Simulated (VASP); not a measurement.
# Ru (P6_3/mmc) in VASP: notebook

Ru is run at these levels: PBEsol; tasks: single point.

Program: VASP 6.6.1. These are calculated values, not measurements. Logs are shortened: lines on timing, memory, paths and dates and some standing lists are left out, and cuts for length are marked.

**1. The cell of the first run**

The structure is hexagonal, space group P6_3/mmc (No. 194). The conventional cell has a = 2.690 Å, b = 2.690 Å, c = 4.443 Å, α = 90.00°, β = 90.00°, γ = 120.00°. Within 3.5 Å of Ru (site symmetry -6m2) lie 12 Ru at 2.69 to 2.71 Å.

**2. Single point, PBEsol (strain +0.0450 x Voigt [0, 0, 1, 0, 0, 0])**

Input file INCAR:

```
SYSTEM = Ru
  ALGO = Fast
  EDIFF = 1E-6
  ENCUT = 520
  GGA = PS
  ISIF = 2
  ISMEAR = 0
  LASPH = .True.
  LCHARG = .False.
  LREAL = .False.
  LWAVE = .False.
  NBANDS = 21
  NELM = 60
  PREC = Accurate
  SIGMA = 0.15
```

Input file KPOINTS:

```
k-points
0
Gamma
  24 24 14
  0 0 0
```

Input file POSCAR:

```
Ru
1.0
    2.6895239993      0.0000000000      0.0000000000
   -1.3447619996      2.3291961075      0.0000000000
    0.0000000000      0.0000000000      4.4432573956
Ru
2
Direct
    0.3333333333      0.6666666667      0.2500000000
    0.6666666667      0.3333333333      0.7500000000
```

Potentials or basis: VASP PAW PBE potentials, release 64 (Ru_pv).

Launch:

```
cat potpaw_PBE.64/Ru_pv/POTCAR > POTCAR
mpirun -np 1 vasp_std > vasp.out
```

OUTCAR:

```text
SYSTEM = Ru
   EDIFF = 1E-6
   ENCUT = 520
   GGA = PS
   ISIF = 2
   ISMEAR = 0
   LASPH = .True.
   LREAL = .False.
   NELM = 60
   PREC = Accurate

 ion  position               nearest neighbor table
   1  0.333  0.667  0.250-   2 2.71   2 2.71   2 2.71   2 2.71   2 2.71   2 2.71
   2  0.667  0.333  0.750-   1 2.71   1 2.71   1 2.71   1 2.71   1 2.71   1 2.71

  LATTYP: Found a hexagonal cell.
 ALAT       =     2.6895239993
 C/A-ratio  =     1.6520608839

  Lattice vectors:

 A1 = (   2.6895239993,   0.0000000000,   0.0000000000)
 A2 = (  -1.3447619996,   2.3291961075,   0.0000000000)
 A3 = (   0.0000000000,   0.0000000000,   4.4432573956)

Analysis of symmetry for initial positions (statically):
=====================================================================
 Subroutine PRICEL returns:
 Original cell was already a primitive cell.

 Routine SETGRP: Setting up the symmetry group for a
 hexagonal supercell.

 Subroutine GETGRP returns: Found 24 space group operations
 (whereof 12 operations were pure point group operations)
 out of a pool of 24 trial point group operations.

The static configuration has the point symmetry D_3d.
 The point group associated with its full space group is D_6h.

Analysis of symmetry for dynamics (positions and initial velocities):
=====================================================================
 Subroutine PRICEL returns:
 Original cell was already a primitive cell.

 Routine SETGRP: Setting up the symmetry group for a
 hexagonal supercell.

 Subroutine GETGRP returns: Found 24 space group operations
 (whereof 12 operations were pure point group operations)
 out of a pool of 24 trial point group operations.

The dynamic configuration has the point symmetry D_3d.
 The point group associated with its full space group is D_6h.

 Subroutine INISYM returns: Found 24 space group operations
 (whereof 12 operations are pure point group operations),
 and found     1 'primitive' translations

----------------------------------------------------------------------------------------

                                     Primitive cell

  volume of cell :      27.8345

  direct lattice vectors                    reciprocal lattice vectors
     2.689523999  0.000000000  0.000000000     0.371813005  0.214666338  0.000000000
    -1.344762000  2.329196108  0.000000000     0.000000000  0.429332677  0.000000000
     0.000000000  0.000000000  4.443257396     0.000000000  0.000000000  0.225060110

  length of vectors
     2.689523999  2.689523999  4.443257396     0.429332677  0.429332677  0.225060110

  position of ions in fractional coordinates (direct lattice)
     0.333333333  0.666666667  0.250000000
     0.666666667  0.333333333  0.750000000

  ion indices of the primitive-cell ions
   primitive index   ion index
                 1           1
                 2           2

----------------------------------------------------------------------------------------

 KPOINTS: k-points

Automatic generation of k-mesh.
 Grid dimensions read from file:
 generate k-points for:   24   24   14

 Generating k-lattice:

  Cartesian coordinates                     Fractional coordinates (reciprocal lattice)
     0.015492209  0.008944431  0.000000000     0.041666667  0.000000000  0.000000000
     0.000000000  0.017888862  0.000000000     0.000000000  0.041666667  0.000000000
     0.000000000  0.000000000  0.016075722     0.000000000  0.000000000  0.071428571

  Length of vectors
     0.017888862  0.017888862  0.016075722

  Shift w.r.t. Gamma in fractional coordinates (k-lattice)
     0.000000000  0.000000000  0.000000000

 Subroutine IBZKPT returns following result:
 ===========================================

 Found    488 irreducible k-points:

 Following reciprocal coordinates:
            Coordinates               Weight
  0.000000  0.000000  0.000000      1.000000
  0.041667  0.000000  0.000000      6.000000
  0.083333  0.000000  0.000000      6.000000
  0.125000  0.000000  0.000000      6.000000
  0.166667  0.000000  0.000000      6.000000
  0.208333  0.000000  0.000000      6.000000
[... 16 lines left out ...]
  0.416667  0.041667  0.000000     12.000000
  0.458333  0.041667  0.000000     12.000000
 [... further k-points ...]
   k-points           NKPTS =    488   k-points in BZ     NKDIM =    488   number of bands    NBANDS=     21
   number of dos      NEDOS =    301   number of ions     NIONS =      2
   total plane-waves  NPLWV =  14400
   dimension x,y,z NGX =    20 NGY =   20 NGZ =   36
   dimension x,y,z NGXF=    40 NGYF=   40 NGZF=   72
   ions per type =               2
   NGX,Y,Z   is equivalent  to a cutoff of  12.36, 12.36, 13.47 a.u.
   NGXF,Y,Z  is equivalent  to a cutoff of  24.72, 24.72, 26.94 a.u.
 SYSTEM =  Ru
   PREC   = accura    normal or accurate (medium, high low for compatibility)
   ISTART =      0    job   : 0-new  1-cont  2-samecut
   ICHARG =      2    charge: 1-file 2-atom 10-const
   ISPIN  =      1    spin polarized calculation?
   LNONCOLLINEAR =      F non collinear calculations
   LSORBIT =      F    spin-orbit coupling
   LASPH  =      T    aspherical Exc in radial PAW
   ENCUT  =  520.0 eV  38.22 Ry    6.18 a.u.   5.00  5.00  8.26*2*pi/ulx,y,z
   NELM   =     60;   NELMIN=  2; NELMDL= -5     # of ELM steps
   EDIFF  = 0.1E-05   stopping-criterion for ELM
   LREAL  =      F    real-space projection
   EDIFFG = 0.1E-04   stopping-criterion for IOM
   NSW    =      0    number of steps for IOM
   IBRION =     -1    ionic relax: 0-MD 1-quasi-New 2-CG
   NFREE  =      0    steps in history (QN), initial steepest desc. (CG)
   ISIF   =      2    stress and relaxation
   ISYM   =      2    0-nonsym 1-usesym 2-fastsym
   POTIM  = 0.5000    time-step for ionic-motion
   TEBEG  =    0.0;   TEEND  =   0.0 temperature during run
   PSTRESS=    0.0 pullay stress
   NELECT =      28.0000    total number of electrons
   NUPDOWN=      -1.0000    fix difference up-down
   EMIN   =  10.00;   EMAX   =-10.00  energy-range for DOS
   EFERMI =   0.00;   METHOD = LEGACY
   ISMEAR =     0;   SIGMA  =   0.15  broadening in eV -4-tet -1-fermi 0-gaus
   EFERMI_NEDOS =   21; number of points for ismear=-14 and -15
   IALGO  =     68    algorithm
   IMIX   =      4    mixing-type and parameters
     AMIX     =   0.40;   BMIX     =  1.00
     AMIX_MAG =   1.60;   BMIX_MAG =  1.00
  volume/ion in A,a.u.               =      13.92        93.92
  Fermi-wavevector in a.u.,A,eV,Ry     =   1.640337  3.099788 36.609289  2.690707
  Thomas-Fermi vector in A             =   2.730992
   LORBIT       =      0    0 simple, 1 ext, 2 COOP (PROOUT), +10 PAW based schemes
   GGA     = PS    functional components
   LHFCALC =     F    Hartree Fock is set to
   AEXX    =    0.0000 exact exchange contribution
   IVDW    =     0    specifies the selected vdW correction
   LEPSILON=     F    determine dielectric tensor
   LRPA    =     F    only Hartree local field effects (RPA)
 non-spin polarized calculation
 RMM-DIIS sequential band-by-band and
 Gauss-broadening in eV      SIGMA  =   0.15
  energy-cutoff  :      520.00
  volume of cell :       27.83
 maximum number of plane-waves:       768
 NGX is ok and might be reduce to    20
   NGX =  9   NGY =  9   NGZ = 17

 number of electron      28.0000000 magnetization

 Free energy of the ion-electron system (eV)
  ---------------------------------------------------
  ext. energy  EPLUGINS =         0.00000000
  ---------------------------------------------------
  free energy    TOTEN  =       -20.24180850 eV

  energy without entropy =      -20.22186363  energy(sigma->0) =      -20.23183607

 E-fermi :  12.2571     XC(G=0): -14.1284

 val. band max:       12.2528558874   @ k =   0.2917   0.2083   0.0714
 cond. band min:      12.2596324907   @ k =   0.0417   0.0000   0.0714
 fundamental gap:      0.0067766033
 Fermi energy:        12.2571352548

 k-point     1 :       0.0000    0.0000    0.0000
  band No.  band energies     occupation
      1     -31.1951      2.00000
      2     -30.3359      2.00000
      3     -30.3359      2.00000
      4     -30.2346      2.00000
      5     -30.2107      2.00000
      6     -30.2107      2.00000
[... 13 lines left out ...]
     20      22.5674      0.00000
     21      22.5781      0.00000

 k-point     2 :       0.0417    0.0000    0.0000
  band No.  band energies     occupation
      1     -31.1896      2.00000
      2     -30.3496      2.00000
      3     -30.3402      2.00000
      4     -30.2365      2.00000
      5     -30.2248      2.00000
      6     -30.2129      2.00000
[... 13 lines left out ...]
     20      22.5674      0.00000
     21      22.5779      0.00000

 k-point     3 :       0.0833    0.0000    0.0000
  band No.  band energies     occupation
      1     -31.1735      2.00000
      2     -30.3894      2.00000
      3     -30.3525      2.00000
      4     -30.2658      2.00000
      5     -30.2422      2.00000
      6     -30.2194      2.00000
[... 13 lines left out ...]
     20      22.5673      0.00000
     21      22.5775      0.00000

 k-point     4 :       0.1250    0.0000    0.0000
  band No.  band energies     occupation
      1     -31.1472      2.00000
      2     -30.4528      2.00000
      3     -30.3718      2.00000
      4     -30.3304      2.00000
      5     -30.2517      2.00000
      6     -30.2300      2.00000
[... 13 lines left out ...]
     20      22.5673      0.00000
     21      22.5768      0.00000

 k-point     5 :       0.1667    0.0000    0.0000
  band No.  band energies     occupation
      1     -31.1118      2.00000
      2     -30.5354      2.00000
      3     -30.4133      2.00000
      4     -30.3964      2.00000
      5     -30.2652      2.00000
      6     -30.2441      2.00000
[... 13 lines left out ...]
     20      22.5672      0.00000
     21      22.5758      0.00000

 k-point     6 :       0.2083    0.0000    0.0000
  band No.  band energies     occupation
      1     -31.0686      2.00000
      2     -30.6314      2.00000
      3     -30.5083      2.00000
      4     -30.4246      2.00000
      5     -30.2829      2.00000
      6     -30.2609      2.00000
[... 13 lines left out ...]
     20      22.5671      0.00000
     21      22.5749      0.00000

 k-point     7 :       0.2500    0.0000    0.0000
  band No.  band energies     occupation
      1     -31.0193      2.00000
      2     -30.7341      2.00000
      3     -30.6084      2.00000
      4     -30.4544      2.00000
      5     -30.3048      2.00000
      6     -30.2793      2.00000
[... 13 lines left out ...]
     20      22.5670      0.00000
     21      22.5736      0.00000
[... 291 lines left out ...]
      1     -30.9353      2.00000
      2     -30.8841      2.00000
      3     -30.7566      2.00000
      4     -30.5012      2.00000
      5     -30.3466      2.00000
      6     -30.3149      2.00000
[... 13 lines left out ...]
     20      22.5677      0.00000
     21      24.4621      0.00000

 k-point    21 :       0.3333    0.0417    0.0000
  band No.  band energies     occupation
      1     -30.9721      2.00000
      2     -30.8809      2.00000
      3     -30.8375      2.00000
      4     -30.5279      2.00000
      5     -30.3772      2.00000
      6     -30.3320      2.00000
[... 13 lines left out ...]
     20      22.5612      0.00000
     21      23.2569      0.00000

 k-point    22 :       0.3750    0.0417    0.0000
  band No.  band energies     occupation
      1     -31.0437      2.00000
      2     -30.9029      2.00000
      3     -30.8301      2.00000
      4     -30.5494      2.00000
      5     -30.4084      2.00000
      6     -30.3461      2.00000
[... 13 lines left out ...]
     20      22.5286      0.00000
     21      22.7064      0.00000

 k-point    23 :       0.4167    0.0417    0.0000
  band No.  band energies     occupation
      1     -31.0942      2.00000
      2     -30.9488      2.00000
      3     -30.7885      2.00000
      4     -30.5644      2.00000
      5     -30.4361      2.00000
      6     -30.3561      2.00000
[... 13 lines left out ...]
     20      23.0955      0.00000
     21      25.6558      0.00000

 k-point    24 :       0.4583    0.0417    0.0000
  band No.  band energies     occupation
      1     -31.1203      2.00000
      2     -30.9725      2.00000
      3     -30.7640      2.00000
      4     -30.5721      2.00000
      5     -30.4535      2.00000
      6     -30.3613      2.00000
[... 13 lines left out ...]
     20      23.4809      0.00000
     21      25.3420      0.00000

 [... further k-points ...]
[... 5 lines left out ...]
  --------------------------------------------------------------------------------------
  -------------------------------------------------------------------------------------
  Total       -1.1946691     -1.1946691     -4.6753884     -0.0000000      0.0000000      0.0000000
  in kB      -68.7662362    -68.7662362   -269.1195975     -0.0000000      0.0000000      0.0000000
  external PRESSURE =    -135.5506900 kB  Pullay stress =       0.0000000 kB

 VOLUME and BASIS-vectors are now :
 -----------------------------------------------------------------------------
  energy-cutoff  :      520.00
  volume of cell :       27.83
      direct lattice vectors                 reciprocal lattice vectors
     2.689523999  0.000000000  0.000000000     0.371813005  0.214666338  0.000000000
    -1.344762000  2.329196108  0.000000000     0.000000000  0.429332677  0.000000000
     0.000000000  0.000000000  4.443257396     0.000000000  0.000000000  0.225060110

 POSITION                                       TOTAL-FORCE (eV/Angst)
 -----------------------------------------------------------------------------------
     -0.00000      1.55280      1.11081        -0.000000     -0.000000      0.000000
      1.34476      0.77640      3.33244         0.000000      0.000000      0.000000
 -----------------------------------------------------------------------------------
    total drift:                               -0.000000      0.000000     -0.000000

  FREE ENERGIE OF THE ION-ELECTRON SYSTEM (eV)
  ---------------------------------------------------
  free  energy   TOTEN  =       -20.2418084989 eV

  energy  without entropy=      -20.2218636314  energy(sigma->0) =      -20.23183607
```

Wall time 4 min (1 thread of Intel Xeon 6975P-C, shared host); peak memory 0.32 GiB.

What came out:

```yaml
Free_energy: -20.2418 eV
Pressure: -13.6 GPa
Band_gap_on_the_k_mesh: zero (band 14 reaches 13.99 eV, above the bottom of band 15 at 10.89 eV)
```

Stress tensor (GPa, compression positive):
```
 -6.88   0.00   0.00
  0.00  -6.88   0.00
  0.00   0.00 -26.91
```

Caveat: the cell differs from its parent crystal (strain +0.0450 x Voigt [0, 0, 1, 0, 0, 0]); the PAW data sets were made with another functional, which shifts forces and pressure a little.

**3. Single point, PBEsol (strain +0.0525 x Voigt [0, 0, 1, 0, 0, 0])**

Input file INCAR:

```
ALGO = Fast
EDIFF = 1E-6
ENCUT = 520
GGA = PS
ISIF = 2
ISMEAR = 0
LASPH = True
LCHARG = False
LREAL = False
LWAVE = False
NBANDS = 21
NELM = 80
PREC = Accurate
SIGMA = 0.15
```

Input file KPOINTS:

```
k-points
0
Gamma
  24 24 14
```

Edit POSCAR of step 2 so:

```diff
@@ -4,3 +4,3 @@
    -1.3447619996      2.3291961075      0.0000000000
-    0.0000000000      0.0000000000      4.4432573956
+    0.0000000000      0.0000000000      4.4751468027
 Ru
```

Potentials or basis: VASP PAW PBE potentials, release 64 (Ru_pv).

Launch:

```
cat potpaw_PBE.64/Ru_pv/POTCAR > POTCAR
mpirun -np 1 vasp_std > vasp.out
```

It took 4 min on 1 thread of Intel Xeon 6975P-C, shared host; peak memory 0.32 GiB.

The run converged. Its results:

```
Free energy            : -20.2062 eV
Pressure               : -15.4 GPa
Band gap on the k mesh : zero (band 14 reaches 13.83 eV, above the bottom of band 15 at 10.82 eV)
```

Stress tensor (GPa, compression positive):
```
 -7.81   0.00   0.00
  0.00  -7.81   0.00
  0.00   0.00 -30.44
```

Levels at points of the mesh, in eV from the Fermi level:
```
           k point  band 12  band 13  band 14  band 15  band 16  band 17
(0.00, 0.00, 0.00)    -1.90    -1.90    -0.96    -0.96     0.66     1.15
(0.50, 0.00, 0.00)    -1.71    -1.60     1.62     1.66     1.96     3.99
(0.00, 0.00, 0.50)    -2.50    -2.50    -2.50     0.51     0.51     0.51
(0.50, 0.00, 0.50)    -0.83     0.43     0.43     1.83     1.83     3.27
```

Caveat: the cell differs from its parent crystal (strain +0.0525 x Voigt [0, 0, 1, 0, 0, 0]); the PAW data sets were made with another functional, which shifts forces and pressure a little.

**4. Single point, PBEsol (strain +0.0600 x Voigt [0, 0, 1, 0, 0, 0])**

Input file INCAR:

```
  PREC = Accurate
  ENCUT = 520
  EDIFF = 1E-6
  ISMEAR = 0
  SIGMA = 0.15
  LREAL = F
  LASPH = T
  NELM = 100
  ALGO = Fast
  ISIF = 2
  LWAVE = F
  LCHARG = F
  GGA = PS
  NBANDS = 21
```

Input file KPOINTS:

```
regular mesh
0
Gamma
  24 24 14
```

Edit POSCAR of step 3 so:

```diff
@@ -4,3 +4,3 @@
    -1.3447619996      2.3291961075      0.0000000000
-    0.0000000000      0.0000000000      4.4751468027
+    0.0000000000      0.0000000000      4.5070362099
 Ru
```

Launch:

```
cat potpaw_PBE.64/Ru_pv/POTCAR > POTCAR
mpirun -np 1 vasp_std > vasp.out
```

It took 3.6 min on 1 thread of Intel Xeon 6975P-C, shared host; peak memory 0.32 GiB.

Results (log left out):

```yaml
Free_energy: -20.1664 eV
Pressure: -17.2 GPa
Band_gap_on_the_k_mesh: zero (band 14 reaches 13.67 eV, above the bottom of band 15 at 10.75 eV)
```

Stress tensor (GPa, compression positive):
```
 -8.84   0.00   0.00
  0.00  -8.84   0.00
  0.00   0.00 -33.90
```

Levels at points of the mesh, in eV from the Fermi level:
```tsv
k point	band 12	band 13	band 14	band 15	band 16	band 17
(0.00, 0.00, 0.00)	-1.89	-1.89	-0.90	-0.90	0.59	1.14
(0.50, 0.00, 0.00)	-1.72	-1.56	1.58	1.68	1.96	3.96
(0.00, 0.00, 0.50)	-2.46	-2.46	-2.46	0.51	0.51	0.51
(0.50, 0.00, 0.50)	-0.80	0.42	0.42	1.84	1.84	3.25
```

Caveat: the cell differs from its parent crystal (strain +0.0600 x Voigt [0, 0, 1, 0, 0, 0]); the PAW data sets were made with another functional, which shifts forces and pressure a little.

**5. Overview**

```tsv
cell	gap on the mesh (eV)	pressure (GPa)
a = 2.690, b = 2.690, c = 4.443 Å, angles 90.0, 90.0, 120.0°, 2 atoms	none	-13.6
a = 2.690, b = 2.690, c = 4.475 Å, angles 90.0, 90.0, 120.0°, 2 atoms	none	-15.4
a = 2.690, b = 2.690, c = 4.507 Å, angles 90.0, 90.0, 120.0°, 2 atoms	none	-17.2
```

Alike in all rows: task single point; level PBEsol; potentials or basis VASP PAW PBE potentials, release 64 (Ru_pv); no spin polarisation; k mesh 24 × 24 × 14; cutoff (eV) 520; smearing gaussian 0.15 eV.

Caveats: the PAW data sets were made with another functional, which shifts forces and pressure a little.

Absolute energies hang on the potentials; compare differences alone.
